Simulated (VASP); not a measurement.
# Cu (Fm-3m) in VASP: elastic constants with LDA

Aim: the elastic constants of Cu with LDA.

All numbers are computed with VASP 6.6.1; they aren't measurements. Logs are shortened: lines on timing, memory, paths and dates and some standing lists are left out, and cuts for length are marked.

## 1. The cell of the first run

The structure is cubic, space group Fm-3m (No. 225). The conventional cell has a = 3.506 Å, b = 3.506 Å, c = 3.506 Å, α = 90.00°, β = 90.00°, γ = 90.00°. Cu (site symmetry m-3m) has 12 Cu at 2.48 Å within 3.3 Å.

## 2. Elastic constants, LDA

The input, INCAR:

```
SYSTEM = Cu
ALGO = Normal
EDIFF = 1E-8
ENCUT = 600
IBRION = 6
ISIF = 3
ISMEAR = -1
LASPH = .True.
LCHARG = .False.
LREAL = .False.
LWAVE = .False.
NELM = 60
NFREE = 2
NSW = 1
POTIM = 0.015
PREC = Accurate
SIGMA = 0.1
```

The input, KPOINTS:

```
k-points
0
Gamma
  26 26 26
  0 0 0
```

The input, POSCAR:

```
Cu
1.0
    0.0000000000      1.7530912390      1.7530912390
    1.7530912390      0.0000000000      1.7530912390
    1.7530912390      1.7530912390      0.0000000000
Cu
1
Direct
    0.0000000000      0.0000000000      0.0000000000
```

Potentials or basis: VASP PAW LDA potentials, release 64 (Cu).

The run is started by

```console
$ cat potpaw_LDA.64/Cu/POTCAR > POTCAR
$ mpirun -np 1 vasp_std > vasp.out
```

OUTCAR:

```text
SYSTEM = Cu
   EDIFF = 1E-8
   ENCUT = 600
   IBRION = 6
   ISIF = 3
   ISMEAR = -1
   LASPH = .True.
   LREAL = .False.
   NELM = 60
   NFREE = 2
   NSW = 1
   POTIM = 0.015
   PREC = Accurate

 ion  position               nearest neighbor table
   1  0.000  0.000  0.000-

  LATTYP: Found a face centered cubic cell.
 ALAT       =     3.5061824780

  Lattice vectors:

 A1 = (   0.0000000000,   1.7530912390,   1.7530912390)
 A2 = (   1.7530912390,   0.0000000000,   1.7530912390)
 A3 = (   1.7530912390,   1.7530912390,   0.0000000000)

Analysis of symmetry for initial positions (statically):
=====================================================================
 Subroutine PRICEL returns:
 Original cell was already a primitive cell.

 Routine SETGRP: Setting up the symmetry group for a
 face centered cubic supercell.

 Subroutine GETGRP returns: Found 48 space group operations
 (whereof 48 operations were pure point group operations)
 out of a pool of 48 trial point group operations.

The static configuration has the point symmetry O_h .

Analysis of symmetry for dynamics (positions and initial velocities):
=====================================================================
 Subroutine PRICEL returns:
 Original cell was already a primitive cell.

 Routine SETGRP: Setting up the symmetry group for a
 face centered cubic supercell.

 Subroutine GETGRP returns: Found 48 space group operations
 (whereof 48 operations were pure point group operations)
 out of a pool of 48 trial point group operations.

The dynamic configuration has the point symmetry O_h .

 Subroutine INISYM returns: Found 48 space group operations
 (whereof 48 operations are pure point group operations),
 and found     1 'primitive' translations

----------------------------------------------------------------------------------------

                                     Primitive cell

  volume of cell :      10.7757

  direct lattice vectors                    reciprocal lattice vectors
     0.000000000  1.753091239  1.753091239    -0.285210484  0.285210484  0.285210484
     1.753091239  0.000000000  1.753091239     0.285210484 -0.285210484  0.285210484
     1.753091239  1.753091239  0.000000000     0.285210484  0.285210484 -0.285210484

  length of vectors
     2.479245406  2.479245406  2.479245406     0.493999048  0.493999048  0.493999048

  position of ions in fractional coordinates (direct lattice)
     0.000000000  0.000000000  0.000000000

  ion indices of the primitive-cell ions
   primitive index   ion index
                 1           1

----------------------------------------------------------------------------------------

 KPOINTS: k-points

Automatic generation of k-mesh.
 Grid dimensions read from file:
 generate k-points for:   26   26   26

 Generating k-lattice:

  Cartesian coordinates                     Fractional coordinates (reciprocal lattice)
    -0.010969634  0.010969634  0.010969634     0.038461538  0.000000000  0.000000000
     0.010969634 -0.010969634  0.010969634     0.000000000  0.038461538  0.000000000
     0.010969634  0.010969634 -0.010969634     0.000000000  0.000000000  0.038461538

  Length of vectors
     0.018999963  0.018999963  0.018999963

  Shift w.r.t. Gamma in fractional coordinates (k-lattice)
     0.000000000  0.000000000  0.000000000

 Subroutine IBZKPT returns following result:
 ===========================================

 Found    511 irreducible k-points:

 Following reciprocal coordinates:
            Coordinates               Weight
  0.000000  0.000000  0.000000      1.000000
  0.038462  0.000000  0.000000      8.000000
  0.076923  0.000000  0.000000      8.000000
  0.115385  0.000000  0.000000      8.000000
  0.153846  0.000000  0.000000      8.000000
  0.192308  0.000000  0.000000      8.000000
[... 16 lines left out ...]
  0.346154  0.038462  0.000000     24.000000
  0.384615  0.038462  0.000000     24.000000
 [... further k-points ...]
[... 21 lines left out ...]
   NSW    =     49    number of steps for IOM
   IBRION =      6    ionic relax: 0-MD 1-quasi-New 2-CG
   NFREE  =      2    steps in history (QN), initial steepest desc. (CG)
   ISIF   =      3    stress and relaxation
   ISYM   =      2    0-nonsym 1-usesym 2-fastsym
   POTIM  = 0.0150    time-step for ionic-motion
   TEBEG  =    0.0;   TEEND  =   0.0 temperature during run
   PSTRESS=    0.0 pullay stress
   NELECT =      11.0000    total number of electrons
   NUPDOWN=      -1.0000    fix difference up-down
   EMIN   =  10.00;   EMAX   =-10.00  energy-range for DOS
   EFERMI =   0.00;   METHOD = LEGACY
   ISMEAR =    -1;   SIGMA  =   0.10  broadening in eV -4-tet -1-fermi 0-gaus
   EFERMI_NEDOS =   21; number of points for ismear=-14 and -15
   IALGO  =     38    algorithm
   IMIX   =      4    mixing-type and parameters
     AMIX     =   0.40;   BMIX     =  1.00
     AMIX_MAG =   1.60;   BMIX_MAG =  1.00
  volume/ion in A,a.u.               =      10.78        72.72
  Fermi-wavevector in a.u.,A,eV,Ry     =   1.648382  3.114990 36.969252  2.717163
  Thomas-Fermi vector in A             =   2.737681
   LORBIT       =      0    0 simple, 1 ext, 2 COOP (PROOUT), +10 PAW based schemes
   GGA     = CA    functional components
   LHFCALC =     F    Hartree Fock is set to
   AEXX    =    0.0000 exact exchange contribution
   IVDW    =     0    specifies the selected vdW correction
   LEPSILON=     F    determine dielectric tensor
   LRPA    =     F    only Hartree local field effects (RPA)
 finite differences with symmetry
 non-spin polarized calculation
  energy-cutoff  :      600.00
  volume of cell :       10.78
 maximum number of plane-waves:       370
   NGX =  9   NGY =  9   NGZ =  9

--------------------------------------- Ionic step        1  -------------------------------------------

 number of electron      10.9999992 magnetization

 Free energy of the ion-electron system (eV)
  ---------------------------------------------------
  ext. energy  EPLUGINS =         0.00000000
  ---------------------------------------------------
  free energy    TOTEN  =        -4.71118829 eV

  energy without entropy =       -4.70233867  energy(sigma->0) =       -4.70676348

------------------------ aborting loop because EDIFF is reached ----------------------------------------

  FORCE on cell =-STRESS in cart. coord.  units (eV):
  Direction    XX          YY          ZZ          XY          YZ          ZX
  --------------------------------------------------------------------------------------
  -------------------------------------------------------------------------------------
  Total        0.1972751      0.1972751      0.1972751      0.0000000     -0.0000000      0.0000000
  in kB       29.3318402     29.3318402     29.3318402      0.0000000     -0.0000000      0.0000000
  external PRESSURE =      29.3318402 kB  Pullay stress =       0.0000000 kB
[... 86 lines left out ...]
  FREE ENERGIE OF THE ION-ELECTRON SYSTEM (eV)
  ---------------------------------------------------
  free  energy   TOTEN  =        -4.7063330397 eV

  energy  without entropy=       -4.6975296643  energy(sigma->0) =       -4.70193135

[... ionic steps 4 to 12 ...]

--------------------------------------- Ionic step       13  -------------------------------------------

 number of electron      10.9999994 magnetization

------------------------ aborting loop because EDIFF is reached ----------------------------------------
[... 65 lines left out ...]
--------------------------------------- Ionic step       15  -------------------------------------------

 number of electron      10.9999997 magnetization

 Free energy of the ion-electron system (eV)
  ---------------------------------------------------
  ext. energy  EPLUGINS =         0.00000000
  ---------------------------------------------------
  free energy    TOTEN  =        -4.71119139 eV

  energy without entropy =       -4.70234172  energy(sigma->0) =       -4.70676656

 E-fermi :   8.5707     XC(G=0): -13.6474

 val. band max:        8.5553585424   @ k =   0.4615   0.2308   0.0000
 cond. band min:       8.5707176962   @ k =  -0.4615   0.1154   0.0385
 fundamental gap:      0.0153591538
 Fermi energy:         8.5706587710

 k-point     1 :       0.0000    0.0000    0.0000
  band No.  band energies     occupation
      1      -1.5230      2.00000
      2       5.1728      2.00000
      3       5.1728      2.00000
      4       5.1728      2.00000
      5       6.1380      2.00000
      6       6.1380      2.00000
      7      31.9468      0.00000
      8      35.1534      0.00000
      9      35.1534      0.00000
[... 265 lines left out ...]
 k-point    24 :       0.3846    0.0385    0.0000
  band No.  band energies     occupation
      1       2.4661      2.00000
      2       5.1993      2.00000
      3       5.2459      2.00000
      4       5.4888      2.00000
      5       6.6491      2.00000
      6       6.6569      2.00000
      7      16.1381      0.00000
      8      30.5481      0.00000
      9      30.9548      0.00000

 [... further k-points ...]

------------------------ aborting loop because EDIFF is reached ----------------------------------------

  FORCE on cell =-STRESS in cart. coord.  units (eV):
  Direction    XX          YY          ZZ          XY          YZ          ZX
  --------------------------------------------------------------------------------------
  -------------------------------------------------------------------------------------
  Total        0.1969431      0.1969431      0.1969431      0.0000000      0.0000000      0.0000000
  in kB       29.2824809     29.2824809     29.2824809      0.0000000      0.0000000      0.0000000
  external PRESSURE =      29.2824809 kB  Pullay stress =       0.0000000 kB
[... 16 lines left out ...]
  FREE ENERGIE OF THE ION-ELECTRON SYSTEM (eV)
  ---------------------------------------------------
  free  energy   TOTEN  =        -4.7111913900 eV

  energy  without entropy=       -4.7023417212  energy(sigma->0) =       -4.70676656

 INTERNAL STRAIN TENSORS FROM STRAINED CELLS
 ============================================

 INTERNAL STRAIN TENSOR FOR ION    1 for displacements in x,y,z  (eV/Angst):
          X           Y           Z          XY          YZ          ZX
  --------------------------------------------------------------------------------
  x    -0.00000     0.00000    -0.00000    -0.00000     0.00000     0.00000
  y     0.00000     0.00000    -0.00000    -0.00000     0.00000     0.00000
  z    -0.00000    -0.00000     0.00000     0.00000     0.00000     0.00000

 INTERNAL STRAIN TENSORS FROM DISPLACED ATOMS
 ============================================

 INTERNAL STRAIN TENSOR FOR ION    1 for displacements in x,y,z  (eV/Angst):
          X           Y           Z          XY          YZ          ZX
  --------------------------------------------------------------------------------
  x     0.00000     0.00000     0.00000     0.00000     0.00000     0.00000
  y     0.00000     0.00000     0.00000     0.00000     0.00000     0.00000
  z     0.00000     0.00000     0.00000     0.00000     0.00000     0.00000

 Eigenvectors and eigenvalues of the dynamical matrix
 ----------------------------------------------------

   1 f  =    0.000000 THz     0.000000 2PiTHz    0.000000 cm-1     0.000000 meV
             X         Y         Z           dx          dy          dz
      0.000000  0.000000  0.000000     1.000000    0.000000    0.000000

   2 f  =    0.000000 THz     0.000000 2PiTHz    0.000000 cm-1     0.000000 meV
             X         Y         Z           dx          dy          dz
      0.000000  0.000000  0.000000     0.000000    1.000000    0.000000

   3 f  =    0.000000 THz     0.000000 2PiTHz    0.000000 cm-1     0.000000 meV
             X         Y         Z           dx          dy          dz
      0.000000  0.000000  0.000000     0.000000    0.000000    1.000000

--------------------------------------------------------------------------------------------------------

 ELASTIC MODULI CONTR FROM IONIC RELAXATION (kBar)
 Direction    XX          YY          ZZ          XY          YZ          ZX
 --------------------------------------------------------------------------------
 XX           0.0000      0.0000      0.0000      0.0000      0.0000      0.0000
 YY           0.0000      0.0000      0.0000      0.0000      0.0000      0.0000
 ZZ           0.0000      0.0000      0.0000      0.0000      0.0000      0.0000
 XY           0.0000      0.0000      0.0000      0.0000      0.0000      0.0000
 YZ           0.0000      0.0000      0.0000      0.0000      0.0000      0.0000
 ZX           0.0000      0.0000      0.0000      0.0000      0.0000      0.0000
 --------------------------------------------------------------------------------

 TOTAL ELASTIC MODULI (kBar)
 Direction    XX          YY          ZZ          XY          YZ          ZX
 --------------------------------------------------------------------------------
 XX        2423.5168   1717.5267   1717.5267     -0.0000      0.0000     -0.0000
 YY        1717.5267   2423.5168   1717.5267      0.0000      0.0000      0.0000
 ZZ        1717.5267   1717.5267   2423.5168      0.0000      0.0000      0.0000
 XY          -0.0000      0.0000      0.0000   1067.6741      0.0000      0.0000
 YZ           0.0000      0.0000      0.0000      0.0000   1067.6741     -0.0000
 ZX          -0.0000      0.0000      0.0000      0.0000     -0.0000   1067.6741
 --------------------------------------------------------------------------------
```

Run time: 19 min. Hardware: 1 thread of Intel Xeon 6975P-C (Granite Rapids), shared host; peak memory 1.1 GiB.

What came out:

```yaml
Elastic_constants_C11_C12_C44: 242, 172, 107 GPa
Voigt_bulk_modulus: 195 GPa
```

Elastic tensor in Voigt notation (GPa, in the Cartesian axes of the cell as first typed):
```
242 172 172   0   0   0
172 242 172   0   0   0
172 172 242   0   0   0
  0   0   0 107   0   0
  0   0   0   0 107   0
  0   0   0   0   0 107
```

Clamped-ion elastic tensor (GPa):
```
242 172 172   0   0   0
172 242 172   0   0   0
172 172 242   0   0   0
  0   0   0 107   0   0
  0   0   0   0 107   0
  0   0   0   0   0 107
```

Caveat: the cell is under stress, which shifts elastic constants.
